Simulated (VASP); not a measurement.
Here is a VASP 6.6.1 calculation.

The input INCAR:

```
  PREC = Accurate
  ENCUT = 520
  EDIFF = 1E-7
  ISMEAR = -1
  SIGMA = 0.1
  LREAL = F
  LASPH = T
  NELM = 80
  ALGO = Normal
  ISIF = 2
  LWAVE = F
  LCHARG = F
  GGA = RE
  NBANDS = 11
```

File KPOINTS:

```
regular mesh
0
Gamma
  14 14 14
```

Contents of POSCAR:

```
Hf
1.0
    0.0000000000      2.1970001710      2.1970001710
    2.1970001710      0.0000000000      2.1970001710
    2.1970001710      2.1970001710      0.0000000000
Hf
1
Direct
    0.0000000000      0.0000000000      0.0000000000
```

Potentials or basis: VASP PAW PBE potentials, release 64 (Hf_pv).

Launch:

```console
$ cat potpaw_PBE.64/Hf_pv/POTCAR > POTCAR
$ mpirun -np 1 vasp_std > vasp.out
```

**Question.** What does it give for the pressure?

**Answer.** 8.9 GPa.

**Question.** Estimate the band gap on the k mesh.

**Answer.** Zero (band 5 reaches 6.63 eV, above the bottom of band 6 at 4.50 eV).

Caveat: the PAW data sets were made with another functional, which shifts forces and pressure a little; spin-orbit coupling is left out, which moves the levels of the heavy elements.
